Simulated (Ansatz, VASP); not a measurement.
# B2Te in VASP and in Ansatz

Contents of INCAR:

```
SYSTEM = B2Te
PREC = Accurate
ENCUT = 500
EDIFF = 1E-6
ISMEAR = 0
SIGMA = 0.1
LREAL = .False.
LASPH = .True.
NELM = 120
ALGO = Normal
ISIF = 2
LWAVE = .False.
LCHARG = .False.
GGA = PE
NBANDS = 21
GGA_COMPAT = .False.
```

Contents of KPOINTS:

```
Automatic mesh
0
Gamma
  4 4 6
  0 0 0
```

The input POSCAR:

```
B2Te
1.0
    2.3820342800     -5.0803850100      0.0000000000
    2.3820342800      5.0803850100      0.0000000000
    0.0000000000      0.0000000000      3.3856445100
B Te
4 2
Direct
    0.1019200500      0.3216338200      0.5000000000
    0.8980799500      0.6783661800      0.5000000000
    0.3216338200      0.1019200500      0.5000000000
    0.6783661800      0.8980799500      0.5000000000
    0.0000000000      0.5000000000      0.0000000000
    0.5000000000      0.0000000000      0.0000000000
```

Input for Ansatz:

```yaml
crystal:
  lattice:
    - [2.38203428, -5.08038501, 0.0]
    - [2.38203428, 5.08038501, 0.0]
    - [0.0, 0.0, 3.38564451]
  atoms:
    - { symbol: B, position: [0.10192005, 0.32163382, 0.5] }
    - { symbol: B, position: [0.89807995, 0.67836618, 0.5] }
    - { symbol: B, position: [0.32163382, 0.10192005, 0.5] }
    - { symbol: B, position: [0.67836618, 0.89807995, 0.5] }
    - { symbol: Te, position: [0.0, 0.5, 0.0] }
    - { symbol: Te, position: [0.5, 0.0, 0.0] }
basis:
  ecutwfc: 420
kpoints:
  mp_grid: { grid: [4, 4, 6] }
hamiltonian:
  xc: pbe
scf:
  occupations: { method: gaussian, width: 0.1 }
  lower_state_search: "off"
output:
  forces: true
  stress: true
  eigenvalues: true
```

Alike in both runs: task single point; functional PBE; k mesh 4 × 4 × 6; occupations gaussian, width 0.1 eV; no spin polarisation.

```csv
,VASP,Ansatz
version,VASP 6.6.1,Ansatz 0.2.0
potentials or method,"VASP PAW PBE potentials, release 64 (B, Te), cutoff 500 eV","scalar-relativistic, plane waves, PAW"
valence electrons in the cell,24,44
```

Ansatz gave:

| Property | Result |
| --- | --- |
| gap on the k mesh at the Fermi level (eV) | none |
| rms of the force components (eV/Å) | 1.878 |

What did VASP give for the same quantities?

gap on the k mesh at the Fermi level (eV): none; rms of the force components (eV/Å): 1.902.

Atom by atom the forces differ by 0.024 eV/Å (rms over components). A gap of «none» marks a metal or a gap that the smearing closes. VASP's potentials hold 24 valence electrons a cell and Ansatz's 44, so a difference there can come from the potentials and not from the codes.

The k mesh is coarse, so the values compare programs but aren't converged. Neither program's run includes spin-orbit coupling.
